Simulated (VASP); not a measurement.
Input of a VASP 6.6.1 run:

Contents of INCAR:

```
SYSTEM = TaBeBi3
PREC = Accurate
ENCUT = 600
EDIFF = 1E-6
ISMEAR = 0
SIGMA = 0.1
LREAL = .FALSE.
LASPH = .TRUE.
NELM = 80
ALGO = Normal
ISIF = 3
LWAVE = .FALSE.
LCHARG = .FALSE.
GGA = PE
IBRION = 2
NSW = 90
EDIFFG = -0.04
```

The input KPOINTS:

```
Automatic mesh
0
G
  4 4 4
  0 0 0
```

File POSCAR:

```
TaBeBi3
1.0
    4.7983520267      0.0000000000      0.0000000000
    0.0000000000      4.7983520267      0.0000000000
    0.0000000000      0.0000000000      4.7983520267
Ta Be Bi
1 1 3
Direct
    0.0000000000      0.0000000000      0.0000000000
    0.5000000000      0.5000000000      0.5000000000
    0.0000000000      0.5000000000      0.5000000000
    0.5000000000      0.0000000000      0.5000000000
    0.5000000000      0.5000000000      0.0000000000
```

Potentials or basis: VASP PAW PBE potentials, release 64 (Ta_pv, Be, Bi_d).

Run with:

```console
$ cat potpaw_PBE.64/Ta_pv/POTCAR potpaw_PBE.64/Be/POTCAR potpaw_PBE.64/Bi_d/POTCAR > POTCAR
$ mpirun -np 1 vasp_std > vasp.out
```

(1) Predict the relaxed cell.

(2) What does it give for the band gap on the k mesh?

(3) Predict the space group after relaxing (to 0.1 Å).

## Answers

(1) a = 5.022 Å, b = 5.022 Å, c = 5.022 Å, α = 90.00°, β = 90.00°, γ = 90.00°.

(2) zero (bands 29 and 30 overlap by 1.00 eV).

(3) Pm-3m (No. 221).

Caveat: spin-orbit coupling is left out, which moves the levels of the heavy elements.
